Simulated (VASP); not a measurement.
Runs of VASP 6.6.1 on AgI. The structure is that of space group P6_3mc (No. 186), or close to it. The cells are those of the table. 

```csv
level,cell,cutoff (eV),gap on the mesh (eV),pressure (GPa)
PBE,"a = 4.778, b = 4.778, c = 7.814 Å, angles 90.0, 90.0, 120.0°, 4 atoms",500,1.37,-1.3
r2SCAN,"a = 4.697, b = 4.697, c = 7.675 Å, angles 90.0, 90.0, 120.0°, 4 atoms",550,1.83,-0.9
r2SCAN,"a = 4.742, b = 4.742, c = 7.748 Å, angles 90.0, 90.0, 120.0°, 4 atoms",550,1.83,(a)
r2SCAN,"a = 4.651, b = 4.651, c = 7.599 Å, angles 90.0, 90.0, 120.0°, 4 atoms",550,1.83,(b)
r2SCAN,"a = 4.604, b = 4.604, c = 7.523 Å, angles 90.0, 90.0, 120.0°, 4 atoms",550,1.83,0.8
PBE,"a = 4.638, b = 4.638, c = 7.586 Å, angles 90.0, 90.0, 120.0°, 4 atoms",500,1.37,0.8
PBE,"a = 4.732, b = 4.732, c = 7.740 Å, angles 90.0, 90.0, 120.0°, 4 atoms",500,1.37,-0.8
```

Alike in all rows: task single point; potentials or basis VASP PAW PBE potentials, release 64 (Ag, I); no spin polarisation; k mesh 6 × 6 × 4; smearing gaussian 0.01 eV.

**Question.** Estimate the missing entries.

**Answer.** (a) -1.5; (b) -0.1.

Caveats: spin-orbit coupling is left out, which moves the levels of the heavy elements; the PAW data sets were made with another functional, which shifts forces and pressure a little (at least some runs).

A k mesh can miss the band edges, and the runs leave out spin-orbit coupling on Ag, I.
